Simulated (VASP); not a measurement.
Wanted: the native input for a VASP 6.6.1 run.

```yaml
Task: single point
Functional: PBE
Potentials_or_basis: VASP PAW PBE potentials, release 64 (Pt)
Cutoff: 520 eV
k_mesh: 8 × 8 × 8
Occupations: gaussian, width 0.1 eV
Spin: no spin polarisation
Dipole_correction: no
Further_INCAR_settings: ALGO = Normal; EDIFF = 1e-06; NBANDS = 11
```

The structure of Pt lies in POSCAR:

```
Pt
1.0
   -1.4006382874      1.4006382874      1.9869732962
    1.4006382874     -1.4006382874      1.9869732962
    1.4006382874      1.4006382874     -1.9869732962
Pt
1
Direct
    0.0000000000      0.0000000000      0.0000000000
```

These files were run (other wordings do the same):

INCAR

```
SYSTEM = Pt
  PREC = Accurate
  ENCUT = 520
  EDIFF = 1E-6
  ISMEAR = 0
  SIGMA = 0.1
  LREAL = .FALSE.
  LASPH = .TRUE.
  NELM = 100
  ALGO = Normal
  ISIF = 2
  LWAVE = .FALSE.
  LCHARG = .FALSE.
  GGA = PE
  NBANDS = 11
```

KPOINTS

```
regular mesh
0
G
  8 8 8
  0 0 0
```

Potentials or basis: VASP PAW PBE potentials, release 64 (Pt).

The run is started by

```bash
$ cat potpaw_PBE.64/Pt/POTCAR > POTCAR
$ mpirun -np 1 vasp_std > vasp.out
```

Results of the run:

| Quantity | Value |
| --- | --- |
| Pressure | -0.3 GPa |
| Band gap on the k mesh | zero (bands 5 and 6 overlap by 2.10 eV) |

Caveat: spin-orbit coupling is left out, which moves the levels of the heavy elements.

Wall time 21 s on 1 thread of AMD EPYC 7R13, on a shared host, peak memory 0.11 GiB.
